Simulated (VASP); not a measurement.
Here is a VASP 6.6.1 calculation.

File INCAR:

```
SYSTEM = Ti
ALGO = Fast ; EDIFF = 1E-7
ENCUT = 520 ; GGA = PS
ISIF = 2 ; ISMEAR = 0
LASPH = .True. ; LCHARG = .False.
LREAL = .False. ; LWAVE = .False.
NBANDS = 12 ; NELM = 80
PREC = Accurate ; SIGMA = 0.15
```

KPOINTS

```
k-points
0
Gamma
  20 20 20
  0 0 0
```

The input POSCAR:

```
Ti
1.0
   -1.7722800000      1.7722800000      1.5753600000
    1.7722800000     -1.7722800000      1.5753600000
    1.7722800000      1.7722800000     -1.5753600000
Ti
1
Direct
    0.0000000000      0.0000000000      0.0000000000
```

Potentials or basis: VASP PAW PBE potentials, release 64 (Ti_sv).

Launch:

```bash
$ cat potpaw_PBE.64/Ti_sv/POTCAR > POTCAR
$ mpirun -np 1 vasp_std > vasp.out
```

(1) Predict the pressure.

(2) Predict the band gap on the k mesh.

Answers

(1) -14.8 GPa.

(2) zero (bands 6 and 7 overlap by 1.30 eV).

Caveat: the cell differs from its parent crystal (strain +0.080 along x and y, -0.040 along z); the cell stands under tension; the PAW data sets were made with another functional, which shifts forces and pressure a little.
